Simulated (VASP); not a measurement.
Te:

```
Te
1.0
     4.45400    0.00000    0.00000
    -2.22700    3.85728    0.00000
     0.00000    0.00000    5.92400
Te
3
Direct
  0.73100 0.73100 0.00000
  0.00000 0.26900 0.66667
  0.26900 0.00000 0.33333
```

Base run:

| Property | Result |
| --- | --- |
| Program | VASP 6.6.1 |
| Functional | PBE |
| Potentials or basis | VASP PAW PBE potentials, release 64 (Te) |
| Cutoff | 520 eV |
| k mesh | 4 × 4 × 3 |
| Occupations | fermi-dirac, width 0.05 eV |
| Spin | no spin polarisation |

Its results: band gap on the k mesh 0.79 eV, indirect (least direct gap 1.00 eV); pressure 1.6 GPa; largest force 0.149 eV/Å.

Task: The run is repeated on the same cell with these changes: functional from PBE to PBE-based screened hybrid. What comes out?

Result: Band gap on the k mesh 1.53 eV, indirect (least direct gap 1.73 eV); pressure -0.9 GPa; largest force 0.395 eV/Å.

Caveats: spin-orbit coupling is left out, which moves the levels of the heavy elements; the PAW data sets were made with another functional, which shifts forces and pressure a little (some runs).

A k mesh can miss the band edges.
